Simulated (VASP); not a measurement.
# Ba3TaH9 (P-3m1) in VASP: further runs, part 3 of 3

VASP 6.6.1.

**7. Relaxation of cell and atoms, PBE**

INCAR

```
SYSTEM = Ba3TaH9
PREC = Accurate
ENCUT = 600
EDIFF = 1E-6
ISMEAR = 0
SIGMA = 0.1
LREAL = .FALSE.
LASPH = .TRUE.
NELM = 100
ALGO = Normal
ISIF = 3
LWAVE = .FALSE.
LCHARG = .FALSE.
GGA = PE
IBRION = 2
NSW = 90
EDIFFG = -0.04
```

KPOINTS

```
regular mesh
0
G
  3 3 4
  0 0 0
```

POSCAR

```
Ba3TaH9
1.0
    5.7929488426      0.0000000000      0.0000000000
   -2.8964744213      5.0168408605      0.0000000000
    0.0000000000      0.0000000000      7.1459472403
Ba Ta H
3 1 9
Direct
    0.6666666667      0.3333333333      0.7209266194
    0.0000000000      0.0000000000      0.0000000000
    0.3333333333      0.6666666667      0.2790733806
    0.0000000000      0.0000000000      0.5000000000
    0.1547776092      0.3095552184      0.6530971480
    0.6904447816      0.8452223908      0.6530971480
    0.1547776092      0.8452223908      0.6530971480
    0.5000000000      0.0000000000      0.0000000000
    0.0000000000      0.5000000000      0.0000000000
    0.5000000000      0.5000000000      0.0000000000
    0.8452223908      0.6904447816      0.3469028520
    0.3095552184      0.1547776092      0.3469028520
    0.8452223908      0.1547776092      0.3469028520
```

Potentials or basis: VASP PAW PBE potentials, release 64 (Ba_sv, Ta_pv, H).

Launch:

```console
> cat potpaw_PBE.64/Ba_sv/POTCAR potpaw_PBE.64/Ta_pv/POTCAR potpaw_PBE.64/H/POTCAR > POTCAR
> mpirun -np 1 vasp_std > vasp.out
```

OUTCAR:

```text
SYSTEM = Ba3TaH9
   PREC = Accurate
   ENCUT = 600
   EDIFF = 1E-6
   ISMEAR = 0
   LREAL = .FALSE.
   LASPH = .TRUE.
   NELM = 100
   ISIF = 3
   GGA = PE
   IBRION = 2
   NSW = 90
   EDIFFG = -0.04

 ion  position               nearest neighbor table
   1  0.667  0.333  0.721-   8 2.60   9 2.60  10 2.60   4 3.70   4 3.70   4 3.70   2 3.89   2 3.89
                             2 3.89   3 4.60   3 4.60   3 4.60
   2  0.000  0.000  0.000-   4 3.57   4 3.57   1 3.89   3 3.89   3 3.89   1 3.89   1 3.89   3 3.89

   3  0.333  0.667  0.279-   8 2.60   9 2.60  10 2.60   4 3.70   4 3.70   4 3.70   2 3.89   2 3.89
                             2 3.89   1 4.60   1 4.60   1 4.60
   4  0.000  0.000  0.500-   5 1.90  11 1.90   6 1.90  12 1.90   7 1.90  13 1.90   2 3.57   2 3.57
                             3 3.70   1 3.70   3 3.70   1 3.70   1 3.70   3 3.70
   5  0.155  0.310  0.653-   4 1.90
   6  0.690  0.845  0.653-   4 1.90
   7  0.155  0.845  0.653-   4 1.90
   8  0.500  0.000  0.000-   1 2.60   3 2.60
   9  0.000  0.500  0.000-   1 2.60   3 2.60
  10  0.500  0.500  0.000-   1 2.60   3 2.60
  11  0.845  0.690  0.347-   4 1.90
  12  0.310  0.155  0.347-   4 1.90
  13  0.845  0.155  0.347-   4 1.90

  LATTYP: Found a hexagonal cell.
 ALAT       =     5.7929488426
 C/A-ratio  =     1.2335595281

[... 178 lines left out ...]

--------------------------------------- Ionic step        1  -------------------------------------------

 number of electron      49.9999997 magnetization

 Free energy of the ion-electron system (eV)
  ---------------------------------------------------
  ext. energy  EPLUGINS =         0.00000000
  ---------------------------------------------------
  free energy    TOTEN  =       -49.96918237 eV

  energy without entropy =      -49.90465879  energy(sigma->0) =      -49.93692058

------------------------ aborting loop because EDIFF is reached ----------------------------------------

  FORCE on cell =-STRESS in cart. coord.  units (eV):
  Direction    XX          YY          ZZ          XY          YZ          ZX
  --------------------------------------------------------------------------------------
  -------------------------------------------------------------------------------------
  Total        0.3585938      0.3585938      1.4364541      0.0000000      0.0000000      0.0000000
  in kB        2.7664548      2.7664548     11.0818566      0.0000000      0.0000000      0.0000000
  external PRESSURE =       5.5382554 kB  Pullay stress =       0.0000000 kB
[... 316 lines left out ...]
--------------------------------------- Ionic step        8  -------------------------------------------

 number of electron      50.0000000 magnetization

 Free energy of the ion-electron system (eV)
  ---------------------------------------------------
  ext. energy  EPLUGINS =         0.00000000
  ---------------------------------------------------
  free energy    TOTEN  =       -49.98579960 eV

  energy without entropy =      -49.92186127  energy(sigma->0) =      -49.95383043

 E-fermi :   1.0810     XC(G=0):  -8.5032

 val. band max:        1.0281923058   @ k =   0.0000   0.0000   0.2500
 cond. band min:       1.0859397005   @ k =   0.3333  -0.0000   0.5000
 fundamental gap:      0.0577473948
 Fermi energy:         1.0809884708

 k-point     1 :       0.0000    0.0000    0.0000
  band No.  band energies     occupation
      1     -33.6853      2.00000
      2     -33.6853      2.00000
      3     -33.5712      2.00000
      4     -26.4180      2.00000
      5     -26.2745      2.00000
      6     -26.2494      2.00000
[... 379 lines left out ...]
  FREE ENERGIE OF THE ION-ELECTRON SYSTEM (eV)
  ---------------------------------------------------
  free  energy   TOTEN  =       -49.9857995952 eV

  energy  without entropy=      -49.9218612697  energy(sigma->0) =      -49.95383043

 reached required accuracy - stopping structural energy minimisation
```

CONTCAR:

```text
Ba3TaH9
   1.00000000000000
     5.7841043033453987    0.0000000000000000   -0.0000000000000000
    -2.8920521516726994    5.0091812648208167    0.0000000000000000
    -0.0000000000000000    0.0000000000000000    7.2882910903688414
  Ba              Ta              H
     3     1     9
Direct
     0.6666666667000030    0.3333333332999970    0.7227457240843296
     0.0000000000000000    0.0000000000000000    1.0000000000000000
     0.3333333332999970    0.6666666667000030    0.2772542759156704
     0.0000000000000000    0.0000000000000000    0.5000000000000000
     0.1528081186332618    0.3056162372665164    0.6541776350587921
     0.6943837627334837    0.8471918813667383    0.6541776350587921
     0.1528081186332618    0.8471918813667383    0.6541776350587921
     0.5000000000000000    0.0000000000000000    1.0000000000000000
     0.0000000000000000    0.5000000000000000    1.0000000000000000
     0.5000000000000000    0.5000000000000000    1.0000000000000000
     0.8471918813667383    0.6943837627334836    0.3458223649412079
     0.3056162372665164    0.1528081186332618    0.3458223649412079
     0.8471918813667383    0.1528081186332618    0.3458223649412079

  0.00000000E+00  0.00000000E+00  0.00000000E+00
  0.00000000E+00  0.00000000E+00  0.00000000E+00
  0.00000000E+00  0.00000000E+00  0.00000000E+00
  0.00000000E+00  0.00000000E+00  0.00000000E+00
  0.00000000E+00  0.00000000E+00  0.00000000E+00
  0.00000000E+00  0.00000000E+00  0.00000000E+00
  0.00000000E+00  0.00000000E+00  0.00000000E+00
  0.00000000E+00  0.00000000E+00  0.00000000E+00
  0.00000000E+00  0.00000000E+00  0.00000000E+00
  0.00000000E+00  0.00000000E+00  0.00000000E+00
  0.00000000E+00  0.00000000E+00  0.00000000E+00
  0.00000000E+00  0.00000000E+00  0.00000000E+00
  0.00000000E+00  0.00000000E+00  0.00000000E+00
```

It took 5.5 min on 1 thread of Intel Xeon 6975P-C (Granite Rapids), shared host; peak memory 0.44 GiB.

Results:

| Quantity | Value |
| --- | --- |
| Free energy | -49.9858 eV |
| Relaxed volume | 16.24 Å³/atom |
| Relaxed cell | a = 5.784 Å, b = 5.784 Å, c = 7.288 Å, α = 90.00°, β = 90.00°, γ = 120.00° |
| Space group after relaxing (to 0.1 Å) | P-3m1 (No. 164) |
| Energy gained by relaxing | 1.3 meV/atom |
| Ionic steps | 8 |
| Pressure after relaxing | 0.1 GPa |
| Largest force after relaxing | 0.025 eV/Å |
| Band gap on the k mesh | zero (bands 25 and 26 overlap by 0.14 eV) |

Forces on the atoms (eV/Å):
```
Ba   0.000  0.000 -0.013
Ba   0.000  0.000  0.000
Ba   0.000  0.000  0.013
Ta   0.000  0.000  0.000
H    0.000  0.006  0.025
H   -0.005 -0.003  0.025
H    0.005 -0.003  0.025
H    0.000  0.000  0.000
H    0.000  0.000  0.000
H    0.000  0.000  0.000
H    0.000 -0.006 -0.025
H    0.005  0.003 -0.025
H   -0.005  0.003 -0.025
```

Step by step:
| step | energy change (eV) | largest force (eV/Å) | pressure (GPa) | volume (Å³) |
| --- | --- | --- | --- | --- |
| 1 | 0.0000 | 0.0550 | 0.55 | 207.68 |
| 2 | -0.0069 | 0.0578 | 0.18 | 209.34 |
| 3 | -0.0090 | 0.0953 | -0.19 | 211.06 |
| 4 | -0.0129 | 0.0558 | -0.14 | 211.33 |
| 5 | -0.0149 | 0.0689 | -0.06 | 211.68 |
| 6 | -0.0149 | 0.0711 | -0.04 | 211.72 |
| 7 | -0.0158 | 0.0458 | 0.00 | 211.55 |
| 8 | -0.0166 | 0.0253 | 0.10 | 211.17 |

Final structure:
```yaml
crystal:
  lattice:
    - [5.78410, 0.00000, 0.00000]
    - [-2.89205, 5.00918, 0.00000]
    - [0.00000, 0.00000, 7.28829]
  atoms:
    - { symbol: Ba, position: [0.66667, 0.33333, 0.72275] }
    - { symbol: Ba, position: [0.00000, 0.00000, 0.00000] }
    - { symbol: Ba, position: [0.33333, 0.66667, 0.27725] }
    - { symbol: Ta, position: [0.00000, 0.00000, 0.50000] }
    - { symbol: H, position: [0.15281, 0.30562, 0.65418] }
    - { symbol: H, position: [0.69438, 0.84719, 0.65418] }
    - { symbol: H, position: [0.15281, 0.84719, 0.65418] }
    - { symbol: H, position: [0.50000, 0.00000, 0.00000] }
    - { symbol: H, position: [0.00000, 0.50000, 0.00000] }
    - { symbol: H, position: [0.50000, 0.50000, 0.00000] }
    - { symbol: H, position: [0.84719, 0.69438, 0.34582] }
    - { symbol: H, position: [0.30562, 0.15281, 0.34582] }
    - { symbol: H, position: [0.84719, 0.15281, 0.34582] }
```

Caveat: the k points lie up to 0.42 Å⁻¹ apart in the final cell; spin-orbit coupling is left out, which moves the levels of the heavy elements.

**8. Overview**

| task | cell | k mesh | cutoff (eV) | gap on the mesh (eV) | pressure (GPa) | relaxed volume (Å³/atom) | largest force (eV/Å) |
| --- | --- | --- | --- | --- | --- | --- | --- |
| single point | a = 5.793, b = 5.793, c = 7.146 Å, angles 90.0, 90.0, 120.0°, 13 atoms, atomic positions A | 3 × 3 × 2 | 520 | none | 0.3 | - | 0.03 |
| single point | a = 6.444, b = 6.444, c = 8.119 Å, angles 90.0, 90.0, 120.0°, 13 atoms, atomic positions B | 3 × 3 × 2 | 520 | none | -8.9 | - | 1.72 |
| single point | a = 5.768, b = 5.768, c = 7.245 Å, angles 90.0, 90.0, 120.0°, 13 atoms, atomic positions C | 3 × 3 × 4 | 520 | none | 0.4 | - | 0.07 |
| single point | a = 5.765, b = 5.765, c = 7.222 Å, angles 90.0, 90.0, 120.0°, 13 atoms, atomic positions D | 6 × 6 × 6 | 520 | none | 0.4 | - | 0.05 |
| relaxation of cell and atoms | relaxed from a = 6.444, b = 6.444, c = 8.119 Å, angles 90.0, 90.0, 120.0°, 13 atoms, atomic positions B | 3 × 3 × 2 | 600 | none | 0.0 | 16.23 | 0.03 |
| relaxation of cell and atoms | relaxed from a = 5.793, b = 5.793, c = 7.146 Å, angles 90.0, 90.0, 120.0°, 13 atoms, atomic positions A | 3 × 3 × 4 | 600 | none | 0.1 | 16.24 | 0.03 |

Alike in all rows: level PBE; potentials or basis VASP PAW PBE potentials, release 64 (Ba_sv, Ta_pv, H); no spin polarisation; smearing gaussian 0.1 eV.

Caveats: some runs use coarse meshes; spin-orbit coupling is left out, which moves the levels of the heavy elements; forces of over 1 eV/Å act on the atoms, so gaps and moduli don't describe the material at rest (at least some runs); the volume moved by over 15 % at a fixed basis, so the end points are rough (at least some runs).

Total energies depend on the potentials used, so only differences within one code and one set of settings carry meaning.
